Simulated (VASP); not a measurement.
# FePt2 (I4/mmm) in VASP: single point with PBE

Aim: the single point of FePt2 with PBE.

All numbers are computed with VASP 6.6.1; they aren't measurements. Logs are shortened: lines on timing, memory, paths and dates and some standing lists are left out, and cuts for length are marked.

## 1. The cell of the first run

Symmetry: I4/mmm, No. 139, tetragonal system. The conventional cell has a = 2.756 Å, b = 2.756 Å, c = 11.509 Å, α = 90.00°, β = 90.00°, γ = 90.00°. Fe (site symmetry 4/mmm) has 8 Pt at 2.66 Å and 4 Fe at 2.76 Å within 3.5 Å. Within 3.5 Å of Pt (site symmetry 4mm) lie 4 Fe at 2.66 Å and 8 Pt at 2.76 to 2.89 Å.

## 2. Single point, PBE, collinear spin, ferromagnetic start

The input, INCAR:

```
ALGO = Normal
EDIFF = 1E-6
ENCUT = 520
GGA = PE
ISIF = 2
ISMEAR = 0
ISPIN = 2
LASPH = T
LCHARG = F
LMAXMIX = 4
LORBIT = 11
LREAL = F
LWAVE = F
MAGMOM = 3.36 0.35 0.35
NBANDS = 25
NELM = 150
PREC = Accurate
SIGMA = 0.1
```

The input, KPOINTS:

```
k-points
0
Gamma
  8 8 8
```

The input, POSCAR:

```
FePt2
1.0
   -1.3781210000      1.3781210000      5.7546000000
    1.3781210000     -1.3781210000      5.7546000000
    1.3781210000      1.3781210000     -5.7546000000
Fe Pt
1 2
Direct
    0.5000000000      0.5000000000      0.0000000000
    0.8425650000      0.8425650000      0.0000000000
    0.1574350000      0.1574350000      0.0000000000
```

Potentials or basis: VASP PAW PBE potentials, release 64 (Fe, Pt).

The run is started by

```
$ cat potpaw_PBE.64/Fe/POTCAR potpaw_PBE.64/Pt/POTCAR > POTCAR
$ mpirun -np 1 vasp_std > vasp.out
```

OUTCAR:

```text
EDIFF = 1E-6
   ENCUT = 520
   GGA = PE
   ISIF = 2
   ISMEAR = 0
   ISPIN = 2
   LASPH = T
   LORBIT = 11
   LREAL = F
   NELM = 150
   PREC = Accurate

 ion  position               nearest neighbor table
   1  0.500  0.500  0.000-   2 2.66   3 2.66   3 2.66   3 2.66   3 2.66   2 2.66   2 2.66   2 2.66

   2  0.843  0.843  0.000-   1 2.66   1 2.66   1 2.66   1 2.66   3 2.89   3 2.89   3 2.89   3 2.89

   3  0.157  0.157  0.000-   1 2.66   1 2.66   1 2.66   1 2.66   2 2.89   2 2.89   2 2.89   2 2.89

  LATTYP: Found a body centered tetragonal cell.
 ALAT       =     2.7562420000
 C/A-ratio  =     4.1756855893

  Lattice vectors:

 A1 = (  -1.3781210000,   1.3781210000,   5.7546000000)
 A2 = (   1.3781210000,  -1.3781210000,   5.7546000000)
 A3 = (   1.3781210000,   1.3781210000,  -5.7546000000)

Analysis of symmetry for initial positions (statically):
=====================================================================
 Subroutine PRICEL returns:
 Original cell was already a primitive cell.

 Routine SETGRP: Setting up the symmetry group for a
 body centered tetragonal supercell.

 Subroutine GETGRP returns: Found 16 space group operations
 (whereof 16 operations were pure point group operations)
 out of a pool of 16 trial point group operations.

The static configuration has the point symmetry D_4h.

Analysis of symmetry for dynamics (positions and initial velocities):
=====================================================================
 Subroutine PRICEL returns:
 Original cell was already a primitive cell.

 Routine SETGRP: Setting up the symmetry group for a
 body centered tetragonal supercell.

 Subroutine GETGRP returns: Found 16 space group operations
 (whereof 16 operations were pure point group operations)
 out of a pool of 16 trial point group operations.

The dynamic configuration has the point symmetry D_4h.

Analysis of structural, dynamic, and magnetic symmetry:
=====================================================================
 Subroutine PRICEL returns:
 Original cell was already a primitive cell.

 Routine SETGRP: Setting up the symmetry group for a
 body centered tetragonal supercell.

 Subroutine GETGRP returns: Found 16 space group operations
 (whereof 16 operations were pure point group operations)
 out of a pool of 16 trial point group operations.

The overall configuration has the point symmetry D_4h.

 Subroutine INISYM returns: Found 16 space group operations
 (whereof 16 operations are pure point group operations),
 and found     1 'primitive' translations

----------------------------------------------------------------------------------------

                                     Primitive cell

  volume of cell :      43.7169

  direct lattice vectors                    reciprocal lattice vectors
    -1.378121000  1.378121000  5.754600000     0.000000000  0.362812844  0.086887012
     1.378121000 -1.378121000  5.754600000     0.362812844  0.000000000  0.086887012
     1.378121000  1.378121000 -5.754600000     0.362812844  0.362812844  0.000000000

  length of vectors
     6.075677422  6.075677422  6.075677422     0.373071726  0.373071726  0.513094845

  position of ions in fractional coordinates (direct lattice)
     0.500000000  0.500000000  0.000000000
     0.842565000  0.842565000  0.000000000
     0.157435000  0.157435000  0.000000000

  ion indices of the primitive-cell ions
   primitive index   ion index
                 1           1
                 2           2
                 3           3

----------------------------------------------------------------------------------------

 KPOINTS: k-points

Automatic generation of k-mesh.
 Grid dimensions read from file:
 generate k-points for:    8    8    8

 Generating k-lattice:

  Cartesian coordinates                     Fractional coordinates (reciprocal lattice)
     0.000000000  0.045351606  0.010860877     0.125000000 -0.000000000  0.000000000
     0.045351606  0.000000000  0.010860877    -0.000000000  0.125000000  0.000000000
     0.045351606  0.045351606  0.000000000     0.000000000  0.000000000  0.125000000

  Length of vectors
     0.046633966  0.046633966  0.064136856

  Shift w.r.t. Gamma in fractional coordinates (k-lattice)
     0.000000000  0.000000000  0.000000000

 Subroutine IBZKPT returns following result:
 ===========================================

 Found     59 irreducible k-points:

 Following reciprocal coordinates:
            Coordinates               Weight
  0.000000  0.000000  0.000000      1.000000
  0.125000 -0.000000  0.000000      8.000000
  0.250000 -0.000000  0.000000      8.000000
  0.375000  0.000000  0.000000      8.000000
  0.500000 -0.000000  0.000000      4.000000
  0.125000  0.125000  0.000000      8.000000
[... 16 lines left out ...]
  0.250000  0.125000  0.125000     16.000000
  0.375000  0.125000  0.125000      8.000000
 [... further k-points ...]
   k-points           NKPTS =     59   k-points in BZ     NKDIM =     59   number of bands    NBANDS=     25
   number of dos      NEDOS =    301   number of ions     NIONS =      3
   total plane-waves  NPLWV = 110592
   dimension x,y,z NGX =    48 NGY =   48 NGZ =   48
   dimension x,y,z NGXF=    96 NGYF=   96 NGZF=   96
   ions per type =               1   2
   NGX,Y,Z   is equivalent  to a cutoff of  13.13, 13.13, 13.13 a.u.
   NGXF,Y,Z  is equivalent  to a cutoff of  26.27, 26.27, 26.27 a.u.
 SYSTEM =  unknown system
   PREC   = accura    normal or accurate (medium, high low for compatibility)
   ISTART =      0    job   : 0-new  1-cont  2-samecut
   ICHARG =      2    charge: 1-file 2-atom 10-const
   ISPIN  =      2    spin polarized calculation?
   LNONCOLLINEAR =      F non collinear calculations
   LSORBIT =      F    spin-orbit coupling
   LASPH  =      T    aspherical Exc in radial PAW
   ENCUT  =  520.0 eV  38.22 Ry    6.18 a.u.  11.30 11.30 11.30*2*pi/ulx,y,z
   NELM   =    150;   NELMIN=  2; NELMDL= -5     # of ELM steps
   EDIFF  = 0.1E-05   stopping-criterion for ELM
   LREAL  =      F    real-space projection
   EDIFFG = 0.1E-04   stopping-criterion for IOM
   NSW    =      0    number of steps for IOM
   IBRION =     -1    ionic relax: 0-MD 1-quasi-New 2-CG
   NFREE  =      0    steps in history (QN), initial steepest desc. (CG)
   ISIF   =      2    stress and relaxation
   ISYM   =      2    0-nonsym 1-usesym 2-fastsym
   POTIM  = 0.5000    time-step for ionic-motion
   TEBEG  =    0.0;   TEEND  =   0.0 temperature during run
   PSTRESS=    0.0 pullay stress
   NELECT =      28.0000    total number of electrons
   NUPDOWN=      -1.0000    fix difference up-down
   EMIN   =  10.00;   EMAX   =-10.00  energy-range for DOS
   EFERMI =   0.00;   METHOD = LEGACY
   ISMEAR =     0;   SIGMA  =   0.10  broadening in eV -4-tet -1-fermi 0-gaus
   EFERMI_NEDOS =   21; number of points for ismear=-14 and -15
   IALGO  =     38    algorithm
   IMIX   =      4    mixing-type and parameters
     AMIX     =   0.40;   BMIX     =  1.00
     AMIX_MAG =   1.60;   BMIX_MAG =  1.00
  volume/ion in A,a.u.               =      14.57        98.34
  Fermi-wavevector in a.u.,A,eV,Ry     =   1.411164  2.666714 27.094431  1.991385
  Thomas-Fermi vector in A             =   2.533044
   LORBIT       =     11    0 simple, 1 ext, 2 COOP (PROOUT), +10 PAW based schemes
   GGA     = PE    functional components
   LHFCALC =     F    Hartree Fock is set to
   AEXX    =    0.0000 exact exchange contribution
   IVDW    =     0    specifies the selected vdW correction
   LEPSILON=     F    determine dielectric tensor
   LRPA    =     F    only Hartree local field effects (RPA)
 spin polarized calculation
 Gauss-broadening in eV      SIGMA  =   0.10
  energy-cutoff  :      520.00
  volume of cell :       43.72
 maximum number of plane-waves:      1200
 NGX is ok and might be reduce to    48
   NGX = 23   NGY = 23   NGZ = 23

 number of electron      27.9999999 magnetization       3.6373130

 Free energy of the ion-electron system (eV)
  ---------------------------------------------------
  ext. energy  EPLUGINS =         0.00000000
  ---------------------------------------------------
  free energy    TOTEN  =       -21.09381679 eV

  energy without entropy =      -21.08150102  energy(sigma->0) =      -21.08765891

 E-fermi :   9.0624     XC(G=0): -13.0675

 val. band max:        9.0565733209   @ k =   0.5000   0.5000   0.2500
 cond. band min:       9.0663168981   @ k =  -0.3750   0.3750   0.1250
 fundamental gap:      0.0097435772
 Fermi energy:         9.0623977209

 spin component 1

 k-point     1 :       0.0000    0.0000    0.0000
  band No.  band energies     occupation
      1      -0.3598      1.00000
      2       2.4533      1.00000
      3       3.4371      1.00000
      4       3.5568      1.00000
      5       3.8621      1.00000
      6       5.7194      1.00000
[... 17 lines left out ...]
     24      24.2915      0.00000
     25      25.2577      0.00000
[... 621 lines left out ...]
      3       3.7445      1.00000
      4       4.2773      1.00000
      5       4.4331      1.00000
      6       4.8944      1.00000
[... 17 lines left out ...]
     24      22.9767      0.00000
     25      24.0964      0.00000

 [... further k-points ...]

 spin component 2

 k-point     1 :       0.0000    0.0000    0.0000
  band No.  band energies     occupation
      1      -0.2479      1.00000
      2       2.5608      1.00000
      3       3.5962      1.00000
      4       4.2506      1.00000
      5       4.2806      1.00000
      6       6.5325      1.00000
[... 17 lines left out ...]
     24      24.8245      0.00000
     25      25.2071      0.00000
[... 621 lines left out ...]
      3       4.0713      1.00000
      4       4.4983      1.00000
      5       5.4456      1.00000
      6       5.6911      1.00000
[... 17 lines left out ...]
     24      23.2602      0.00000
     25      24.3856      0.00000

 [... further k-points ...]
[... 5 lines left out ...]
  --------------------------------------------------------------------------------------
  -------------------------------------------------------------------------------------
  Total        0.0580793      0.0580793     -0.5345840      0.0000000      0.0000000      0.0000000
  in kB        2.1285411      2.1285411    -19.5919064      0.0000000      0.0000000      0.0000000
  external PRESSURE =      -5.1116081 kB  Pullay stress =       0.0000000 kB

 VOLUME and BASIS-vectors are now :
 -----------------------------------------------------------------------------
  energy-cutoff  :      520.00
  volume of cell :       43.72
      direct lattice vectors                 reciprocal lattice vectors
    -1.378121000  1.378121000  5.754600000     0.000000000  0.362812844  0.086887012
     1.378121000 -1.378121000  5.754600000     0.362812844  0.000000000  0.086887012
     1.378121000  1.378121000 -5.754600000     0.362812844  0.362812844  0.000000000

 POSITION                                       TOTAL-FORCE (eV/Angst)
 -----------------------------------------------------------------------------------
      0.00000      0.00000      5.75460        -0.000000     -0.000000      0.000000
      0.00000      0.00000      9.69725         0.000000      0.000000      0.029357
      0.00000      0.00000      1.81195         0.000000      0.000000     -0.029357
 -----------------------------------------------------------------------------------
    total drift:                                0.000000     -0.000000      0.000000

  FREE ENERGIE OF THE ION-ELECTRON SYSTEM (eV)
  ---------------------------------------------------
  free  energy   TOTEN  =       -21.0938167891 eV

  energy  without entropy=      -21.0815010228  energy(sigma->0) =      -21.08765891

 total charge

# of ion       s       p       d       tot
------------------------------------------
    1        0.411   0.465   6.090   6.966
    2        0.668   0.582   8.050   9.300
    3        0.668   0.582   8.050   9.300
--------------------------------------------------
tot          1.747   1.630  22.189  25.566

 magnetization (x)

# of ion       s       p       d       tot
------------------------------------------
    1        0.013   0.002   3.009   3.024
    2       -0.023  -0.023   0.333   0.287
    3       -0.023  -0.023   0.333   0.287
--------------------------------------------------
tot         -0.034  -0.043   3.676   3.599
```

It took 14 min on 1 thread of AMD EPYC 7R13, shared host; peak memory 0.43 GiB.

What came out:

| Item | Value |
| --- | --- |
| Free energy | -21.0938 eV |
| Pressure | -0.5 GPa |
| Largest force | 0.029 eV/Å |
| Net moment | 3.64 μB per cell |
| Site moments | Fe +3.02; Pt +0.29 μB |
| Valence electrons inside the program's atomic spheres | Fe 6.97; Pt 9.30 |

Forces on the atoms (eV/Å):
```
Fe   0.000  0.000  0.000
Pt   0.000  0.000  0.029
Pt   0.000  0.000 -0.029
```

Caveat: the k points lie up to 0.40 Å⁻¹ apart; spin-orbit coupling is left out, which moves the levels of the heavy elements.
